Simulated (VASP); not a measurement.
# Ni (P6_3/mmc) in VASP: notebook

Runs on Ni. Level: revPBE. Tasks: single point.

Everything below comes from runs of VASP 6.6.1. Logs are shortened: lines on timing, memory, paths and dates and some standing lists are left out, and cuts for length are marked.

**1. The cell of the first run**

The structure is hexagonal, space group P6_3/mmc (No. 194). Conventional cell: a = 2.506 Å, b = 2.506 Å, c = 8.201 Å, α = 90.00°, β = 90.00°, γ = 120.00°. Within 3.3 Å of Ni (site symmetry -3m) lie 12 Ni at 2.51 Å. Ni (site symmetry -6m2) has 12 Ni at 2.51 Å within 3.3 Å.

This isn't the form of Ni at room conditions, which is fcc.

**2. Single point, revPBE, collinear spin, ferromagnetic start**

Input file INCAR:

```
SYSTEM = Ni
PREC = Accurate ; ENCUT = 520
EDIFF = 1E-6 ; ISMEAR = -1
SIGMA = 0.05 ; LREAL = .False.
LASPH = .True. ; NELM = 150
ALGO = Normal ; ISIF = 2
LWAVE = .False. ; LCHARG = .False.
ISPIN = 2 ; MAGMOM = 0.8 0.8 0.8 0.8
LORBIT = 11 ; LMAXMIX = 4
GGA = RE ; NBANDS = 32
```

Input file KPOINTS:

```
Automatic mesh
0
Gamma
  14 14 4
  0 0 0
```

Input file POSCAR:

```
Ni
1.0
    2.5055131541      0.0000000000      0.0000000000
   -1.2527565770      2.1698380409      0.0000000000
    0.0000000000      0.0000000000      8.2009643485
Ni
4
Direct
    1.0000000000      0.0000000000      1.0000000000
    0.0000000000      0.0000000000      0.5000000000
    0.3333333333      0.6666666667      0.2500000000
    0.6666666667      0.3333333333      0.7500000000
```

Potentials or basis: VASP PAW PBE potentials, release 64 (Ni).

Command:

```console
$ cat potpaw_PBE.64/Ni/POTCAR > POTCAR
$ mpirun -np 1 vasp_std > vasp.out
```

OUTCAR:

```text
SYSTEM = Ni
   PREC = Accurate
   ENCUT = 520
   EDIFF = 1E-6
   ISMEAR = -1
   LREAL = .False.
   LASPH = .True.
   NELM = 150
   ISIF = 2
   ISPIN = 2
   LORBIT = 11
   GGA = RE

 ion  position               nearest neighbor table
   1  0.000  0.000  0.000-   3 2.51   4 2.51   3 2.51   4 2.51   4 2.51   3 2.51
   2  0.000  0.000  0.500-   3 2.51   4 2.51   3 2.51   4 2.51   4 2.51   3 2.51
   3  0.333  0.667  0.250-   1 2.51   2 2.51   1 2.51   2 2.51   1 2.51   2 2.51
   4  0.667  0.333  0.750-   1 2.51   2 2.51   1 2.51   2 2.51   1 2.51   2 2.51

  LATTYP: Found a hexagonal cell.
 ALAT       =     2.5055131541
 C/A-ratio  =     3.2731675486

  Lattice vectors:

 A1 = (   2.5055131541,   0.0000000000,   0.0000000000)
 A2 = (  -1.2527565770,   2.1698380409,   0.0000000000)
 A3 = (   0.0000000000,   0.0000000000,   8.2009643485)

Analysis of symmetry for initial positions (statically):
=====================================================================
 Subroutine PRICEL returns:
 Original cell was already a primitive cell.

 Routine SETGRP: Setting up the symmetry group for a
 hexagonal supercell.

 Subroutine GETGRP returns: Found 24 space group operations
 (whereof 12 operations were pure point group operations)
 out of a pool of 24 trial point group operations.

The static configuration has the point symmetry D_3d.
 The point group associated with its full space group is D_6h.

Analysis of symmetry for dynamics (positions and initial velocities):
=====================================================================
 Subroutine PRICEL returns:
 Original cell was already a primitive cell.

 Routine SETGRP: Setting up the symmetry group for a
 hexagonal supercell.

 Subroutine GETGRP returns: Found 24 space group operations
 (whereof 12 operations were pure point group operations)
 out of a pool of 24 trial point group operations.

The dynamic configuration has the point symmetry D_3d.
 The point group associated with its full space group is D_6h.

Analysis of structural, dynamic, and magnetic symmetry:
=====================================================================
 Subroutine PRICEL returns:
 Original cell was already a primitive cell.

 Routine SETGRP: Setting up the symmetry group for a
 hexagonal supercell.

 Subroutine GETGRP returns: Found 24 space group operations
 (whereof 12 operations were pure point group operations)
 out of a pool of 24 trial point group operations.

The overall configuration has the point symmetry D_3d.
 The point group associated with its full space group is D_6h.

[... 128 lines left out ...]
   LHFCALC =     F    Hartree Fock is set to
   AEXX    =    0.0000 exact exchange contribution
   IVDW    =     0    specifies the selected vdW correction
   LEPSILON=     F    determine dielectric tensor
   LRPA    =     F    only Hartree local field effects (RPA)
 spin polarized calculation
  energy-cutoff  :      520.00
  volume of cell :       44.59
 maximum number of plane-waves:      1230
 NGX is ok and might be reduce to    20
   NGX =  9   NGY =  9   NGZ = 31

 number of electron      40.0000022 magnetization       2.5661139

 Free energy of the ion-electron system (eV)
  ---------------------------------------------------
  ext. energy  EPLUGINS =         0.00000000
  ---------------------------------------------------
  free energy    TOTEN  =       -20.22466921 eV

  energy without entropy =      -20.15936491  energy(sigma->0) =      -20.19201706

 E-fermi :   9.1604     XC(G=0): -13.0225

 val. band max:        9.1582397491   @ k =   0.2143   0.0714   0.0000
 cond. band min:       9.1604205806   @ k =   0.3571   0.0000   0.2500
 fundamental gap:      0.0021808315
 Fermi energy:         9.1603534718

 spin component 1

 k-point     1 :       0.0000    0.0000    0.0000
  band No.  band energies     occupation
      1       0.3180      1.00000
      2       2.5051      1.00000
      3       2.5095      1.00000
      4       4.4447      1.00000
      5       6.4392      1.00000
      6       6.5054      1.00000
[... 829 lines left out ...]
     31      21.9619      0.00000
     32      22.2467      0.00000

 [... further k-points ...]

 spin component 2

 k-point     1 :       0.0000    0.0000    0.0000
  band No.  band energies     occupation
      1       0.2608      1.00000
      2       2.4787      1.00000
      3       2.4813      1.00000
      4       4.8761      1.00000
      5       7.1314      1.00000
      6       7.1328      1.00000
[... 829 lines left out ...]
     31      22.0577      0.00000
     32      22.3396      0.00000

 [... further k-points ...]

------------------------ aborting loop because EDIFF is reached ----------------------------------------

  FORCE on cell =-STRESS in cart. coord.  units (eV):
  Direction    XX          YY          ZZ          XY          YZ          ZX
  --------------------------------------------------------------------------------------
  -------------------------------------------------------------------------------------
  Total        0.0051003      0.0051003      0.0075603      0.0000000      0.0000000      0.0000000
  in kB        0.1832797      0.1832797      0.2716808      0.0000000      0.0000000      0.0000000
  external PRESSURE =       0.2127467 kB  Pullay stress =       0.0000000 kB

 VOLUME and BASIS-vectors are now :
 -----------------------------------------------------------------------------
  energy-cutoff  :      520.00
  volume of cell :       44.59
      direct lattice vectors                 reciprocal lattice vectors
     2.505513154  0.000000000  0.000000000     0.399119836  0.230431945  0.000000000
    -1.252756577  2.169838041  0.000000000     0.000000000  0.460863890  0.000000000
     0.000000000  0.000000000  8.200964348     0.000000000  0.000000000  0.121936879

 POSITION                                       TOTAL-FORCE (eV/Angst)
 -----------------------------------------------------------------------------------
      0.00000      0.00000      0.00000         0.000000      0.000000      0.000000
      0.00000      0.00000      4.10048         0.000000      0.000000      0.000000
     -0.00000      1.44656      2.05024         0.000000     -0.000000      0.000000
      1.25276      0.72328      6.15072        -0.000000      0.000000     -0.000000
 -----------------------------------------------------------------------------------
    total drift:                                0.000000     -0.000000      0.000000

  FREE ENERGIE OF THE ION-ELECTRON SYSTEM (eV)
  ---------------------------------------------------
  free  energy   TOTEN  =       -20.2246692143 eV

  energy  without entropy=      -20.1593649125  energy(sigma->0) =      -20.19201706

 total charge

# of ion       s       p       d       tot
------------------------------------------
    1        0.486   0.475   8.302   9.263
    2        0.486   0.475   8.302   9.263
    3        0.486   0.477   8.300   9.263
    4        0.486   0.477   8.300   9.263
--------------------------------------------------
tot          1.944   1.904  33.204  37.052

 magnetization (x)

# of ion       s       p       d       tot
------------------------------------------
    1       -0.006  -0.027   0.684   0.651
    2       -0.006  -0.027   0.684   0.651
    3       -0.006  -0.026   0.694   0.662
    4       -0.006  -0.026   0.694   0.662
--------------------------------------------------
tot         -0.025  -0.106   2.757   2.626
```

Run time: 7 min. Hardware: 1 thread of Intel Xeon 8259CL, shared host; peak memory 0.27 GiB.

What came out:

```yaml
Free_energy: -20.2247 eV
Pressure: 0.0 GPa
Net_moment: 2.57 μB per cell
Site_moments: Ni +0.65, +0.66 (each value once) μB
Valence_electrons_inside_the_program's_atomic_spheres: Ni 9.26
```

Levels at points of the mesh, in eV from the Fermi level:
Spin up:
```tsv
k point	band 19	band 20	band 21	band 22	band 23	band 24	band 25	band 26
(0.00, 0.00, 0.00)	-1.21	-0.99	-0.99	-0.68	-0.68	-0.28	5.46	14.11
(0.50, 0.00, 0.00)	-0.56	-0.54	0.23	1.31	2.20	2.77	6.31	6.31
(0.00, 0.00, 0.50)	-1.33	-1.33	-0.82	-0.82	-0.82	-0.82	8.52	8.52
(0.50, 0.00, 0.50)	-0.55	-0.55	1.10	1.10	2.53	2.53	6.71	6.71
```
Spin down:
| k point | band 14 | band 15 | band 16 | band 17 | band 18 | band 19 | band 20 | band 21 | band 22 | band 23 |
| --- | --- | --- | --- | --- | --- | --- | --- | --- | --- | --- |
| (0.00, 0.00, 0.00) | -1.38 | -1.38 | -0.84 | -0.84 | -0.52 | -0.52 | -0.37 | -0.28 | -0.28 | 0.09 |
| (0.50, 0.00, 0.00) | 0.07 | 0.15 | 0.17 | 0.21 | 0.28 | 0.30 | 0.31 | 0.34 | 1.29 | 2.56 |
| (0.00, 0.00, 0.50) | -1.50 | -1.50 | -1.50 | -0.68 | -0.68 | -0.68 | -0.68 | -0.07 | -0.07 | -0.07 |
| (0.50, 0.00, 0.50) | -0.80 | -0.19 | -0.19 | 0.17 | 0.17 | 0.28 | 0.28 | 1.48 | 1.48 | 2.78 |

Caveat: the PAW data sets were made with another functional, which shifts forces and pressure a little.

**3. Single point, revPBE, collinear spin, ferromagnetic start (9.81 Å³/atom)**

This run uses another cell than the first one, of 9.81 Å³/atom.

Input file INCAR:

```
SYSTEM = Ni
ALGO     = Normal         ! electronic algorithm
EDIFF    = 1E-6           ! SCF threshold, eV
ENCUT    = 520            ! plane-wave cutoff, eV
GGA      = RE             ! functional
ISIF     = 2              ! what is computed and relaxed
ISMEAR   = -1             ! smearing method
ISPIN    = 2              ! spin polarisation
LASPH    = .TRUE.         ! aspherical terms in the spheres
LCHARG   = .FALSE.        ! write CHGCAR
LMAXMIX  = 4              ! l up to which the mixer works
LORBIT   = 11             ! projections on sites
LREAL    = .FALSE.        ! projectors in reciprocal space
LWAVE    = .FALSE.        ! write WAVECAR
MAGMOM   = 0.696 0.696 0.705 0.705 ! initial moments
NBANDS   = 32             ! bands
NELM     = 150            ! most SCF steps
PREC     = Accurate       ! precision mode
SIGMA    = 0.05           ! smearing width, eV
```

Input file KPOINTS:

```
k-points
0
G
  16 16 5
  0 0 0
```

Input file POSCAR:

```
Ni
1.0
    2.4009930957      0.0000000000      0.0000000000
   -1.2004965479      2.0793210152      0.0000000000
    0.0000000000      0.0000000000      7.8588526853
Ni
4
Direct
    1.0000000000      0.0000000000      1.0000000000
    0.0000000000      0.0000000000      0.5000000000
    0.3333333333      0.6666666667      0.2500000000
    0.6666666667      0.3333333333      0.7500000000
```

Potentials or basis: VASP PAW PBE potentials, release 64 (Ni).

Command:

```console
$ cat potpaw_PBE.64/Ni/POTCAR > POTCAR
$ mpirun -np 1 vasp_std > vasp.out
```

OUTCAR:

```text
SYSTEM = Ni
   EDIFF = 1E-6
   ENCUT = 520
   GGA = RE
   ISIF = 2
   ISMEAR = -1
   ISPIN = 2
   LASPH = .TRUE.
   LORBIT = 11
   LREAL = .FALSE.
   NELM = 150
   PREC = Accurate

 ion  position               nearest neighbor table
   1  0.000  0.000  0.000-   3 2.40   4 2.40   4 2.40   3 2.40   4 2.40   3 2.40
   2  0.000  0.000  0.500-   3 2.40   4 2.40   4 2.40   3 2.40   4 2.40   3 2.40
   3  0.333  0.667  0.250-   1 2.40   2 2.40   1 2.40   2 2.40   1 2.40   2 2.40
   4  0.667  0.333  0.750-   1 2.40   2 2.40   1 2.40   2 2.40   1 2.40   2 2.40

  LATTYP: Found a hexagonal cell.
 ALAT       =     2.4009930957
 C/A-ratio  =     3.2731675486

[... 1911 lines left out ...]
     2.400993096  0.000000000  0.000000000     0.416494326  0.240463111  0.000000000
    -1.200496548  2.079321015  0.000000000     0.000000000  0.480926222  0.000000000
     0.000000000  0.000000000  7.858852685     0.000000000  0.000000000  0.127245037

 POSITION                                       TOTAL-FORCE (eV/Angst)
 -----------------------------------------------------------------------------------
      0.00000      0.00000      0.00000         0.000000      0.000000      0.000000
      0.00000      0.00000      3.92943        -0.000000      0.000000      0.000000
     -0.00000      1.38621      1.96471         0.000000      0.000000     -0.000000
      1.20050      0.69311      5.89414        -0.000000      0.000000     -0.000000
 -----------------------------------------------------------------------------------
    total drift:                                0.000000     -0.000000      0.000000

  FREE ENERGIE OF THE ION-ELECTRON SYSTEM (eV)
  ---------------------------------------------------
  free  energy   TOTEN  =       -19.7707175776 eV

  energy  without entropy=      -19.7180963000  energy(sigma->0) =      -19.74440694

 total charge

# of ion       s       p       d       tot
------------------------------------------
    1        0.543   0.595   8.373   9.512
    2        0.543   0.595   8.373   9.512
    3        0.543   0.598   8.370   9.512
    4        0.543   0.598   8.370   9.512
--------------------------------------------------
tot          2.173   2.387  33.487  38.046

 magnetization (x)

# of ion       s       p       d       tot
------------------------------------------
    1       -0.007  -0.027   0.615   0.581
    2       -0.007  -0.027   0.615   0.581
    3       -0.007  -0.027   0.630   0.596
    4       -0.007  -0.027   0.630   0.596
--------------------------------------------------
tot         -0.027  -0.109   2.490   2.355
```

Run time: 7.1 min. Hardware: 1 thread of Intel Xeon 8259CL, shared host; peak memory 0.27 GiB.

Results:

| Quantity | Value |
| --- | --- |
| Free energy | -19.7707 eV |
| Pressure | 31.3 GPa |
| Net moment | 2.34 μB per cell |
| Site moments | Ni +0.58, +0.60 (each value once) μB |
| Valence electrons inside the program's atomic spheres | Ni 9.51 |

Levels at points of the mesh, in eV from the Fermi level:
Spin up:
```csv
k point,band 18,band 19,band 20,band 21,band 22,band 23,band 24,band 25
"(0.00, 0.00, 0.00)",-1.28,-1.28,-1.01,-1.01,-0.62,-0.62,-0.52,6.43
"(0.50, 0.00, 0.00)",-0.46,-0.45,-0.44,0.11,1.30,2.56,3.16,7.29
```
Spin down:
| k point | band 17 | band 18 | band 19 | band 20 | band 21 | band 22 |
| --- | --- | --- | --- | --- | --- | --- |
| (0.00, 0.00, 0.00) | -1.02 | -0.64 | -0.64 | -0.58 | -0.35 | -0.35 |
| (0.50, 0.00, 0.00) | 0.19 | 0.23 | 0.32 | 0.34 | 0.37 | 1.29 |

Caveat: the cell stands under pressure; the PAW data sets were made with another functional, which shifts forces and pressure a little.

**4. Single point, revPBE, collinear spin, ferromagnetic start (10.25 Å³/atom)**

This run uses another cell than the first one, of 10.25 Å³/atom.

Input file INCAR:

```
SYSTEM = Ni
  PREC = Accurate
  ENCUT = 520
  EDIFF = 1E-6
  ISMEAR = -1
  SIGMA = 0.05
  LREAL = .FALSE.
  LASPH = .TRUE.
  NELM = 150
  ALGO = Normal
  ISIF = 2
  LWAVE = .FALSE.
  LCHARG = .FALSE.
  ISPIN = 2
  MAGMOM = 0.696 0.696 0.705 0.705
  LORBIT = 11
  LMAXMIX = 4
  GGA = RE
  NBANDS = 32
```

Input file KPOINTS:

```
Automatic mesh
0
G
  16 16 5
  0 0 0
```

Input file POSCAR:

```
Ni
1.0
    2.4368340976      0.0000000000      0.0000000000
   -1.2184170488      2.1103602333      0.0000000000
    0.0000000000      0.0000000000      7.9761662896
Ni
4
Direct
    1.0000000000      0.0000000000      1.0000000000
    0.0000000000      0.0000000000      0.5000000000
    0.3333333333      0.6666666667      0.2500000000
    0.6666666667      0.3333333333      0.7500000000
```

Command:

```console
$ cat potpaw_PBE.64/Ni/POTCAR > POTCAR
$ mpirun -np 1 vasp_std > vasp.out
```

It took 6.4 min on 1 thread of Intel Xeon 8259CL, shared host; peak memory 0.28 GiB.

It converged, with:

```
Free energy                                           : -20.0440 eV
Pressure                                              : 18.2 GPa
Net moment                                            : 2.38 μB per cell
Site moments                                          : Ni +0.59, +0.61 (each value once) μB
Valence electrons inside the program's atomic spheres : Ni 9.42
```

Stress tensor (GPa, compression positive):
```
17.98  0.00  0.00
 0.00 17.98  0.00
 0.00  0.00 18.70
```

Levels at points of the mesh, in eV from the Fermi level:
Spin up:
```
           k point  band 19  band 20  band 21  band 22  band 23  band 24
(0.00, 0.00, 0.00)    -1.24    -0.99    -0.99    -0.63    -0.63    -0.43
(0.50, 0.00, 0.00)    -0.48    -0.46     0.15     1.30     2.43     3.02
```
Spin down:
```
           k point  band 17  band 18  band 19  band 20  band 21  band 22
(0.00, 0.00, 0.00)    -0.95    -0.60    -0.60    -0.51    -0.33    -0.33
(0.50, 0.00, 0.00)     0.22     0.22     0.30     0.32     0.36     1.29
```

Caveat: the cell stands under pressure; the PAW data sets were made with another functional, which shifts forces and pressure a little.

**5. Single point, revPBE, collinear spin, antiferromagnetic start**

Input file INCAR:

```
SYSTEM = Ni
PREC = Accurate
ENCUT = 520
EDIFF = 1E-6
ISMEAR = -1
SIGMA = 0.05
LREAL = .FALSE.
LASPH = .TRUE.
NELM = 150
ALGO = Normal
ISIF = 2
LWAVE = .FALSE.
LCHARG = .FALSE.
ISPIN = 2
MAGMOM = 0.8 0.8 -0.8 -0.8
LORBIT = 11
LMAXMIX = 4
GGA = RE
NBANDS = 32
```

Input file KPOINTS:

```
regular mesh
0
G
  14 14 4
  0 0 0
```

Input file POSCAR:

```
Ni
1.0
    2.5055171704      0.0000000000      0.0000000000
   -1.2527585852      2.1698415192      0.0000000000
    0.0000000000      0.0000000000      8.2008767057
Ni
4
Direct
    0.0000000000      0.0000000000      1.0000000000
    0.0000000000      0.0000000000      0.5000000000
    0.3333333333      0.6666666667      0.2500000000
    0.6666666667      0.3333333333      0.7500000000
```

Command:

```console
$ cat potpaw_PBE.64/Ni/POTCAR > POTCAR
$ mpirun -np 1 vasp_std > vasp.out
```

Run time: 2.3 min. Hardware: 1 thread of Intel Xeon 6975P-C (Granite Rapids), shared host; peak memory 0.27 GiB.

Results (log left out):

```yaml
Free_energy: -20.0254 eV
Pressure: -0.8 GPa
Net_moment: 0.05 μB per cell
Site_moments: Ni +0.27, -0.24 (each value once) μB
Valence_electrons_inside_the_program's_atomic_spheres: Ni 9.27
```

Stress tensor (GPa, compression positive):
```
-1.02  0.00  0.00
 0.00 -1.02  0.00
 0.00  0.00 -0.27
```

Levels at points of the mesh, in eV from the Fermi level:
Spin up:
```csv
k point,band 17,band 18,band 19,band 20,band 21,band 22,band 23,band 24
"(0.00, 0.00, 0.00)",-0.99,-0.56,-0.56,-0.47,-0.47,-0.13,-0.07,-0.07
"(0.50, 0.00, 0.00)",0.04,0.19,0.19,0.21,0.48,1.50,2.48,3.18
"(0.00, 0.00, 0.50)",-0.80,-0.80,-0.80,-0.80,-0.22,-0.22,-0.22,-0.22
"(0.50, 0.00, 0.50)",-0.17,-0.17,0.20,0.20,1.44,1.44,2.86,2.86
```
Spin down:
```
           k point  band 18  band 19  band 20  band 21  band 22  band 23
(0.00, 0.00, 0.00)    -0.73    -0.73    -0.37    -0.37    -0.14    -0.08
(0.50, 0.00, 0.00)     0.12     0.21     0.22     0.42     1.48     2.66
(0.00, 0.00, 0.50)    -0.78    -0.78    -0.78    -0.22    -0.22    -0.22
(0.50, 0.00, 0.50)    -0.13     0.22     0.22     1.51     1.51     2.83
```

Caveat: the PAW data sets were made with another functional, which shifts forces and pressure a little.

(Continued in part 2 of 2.)
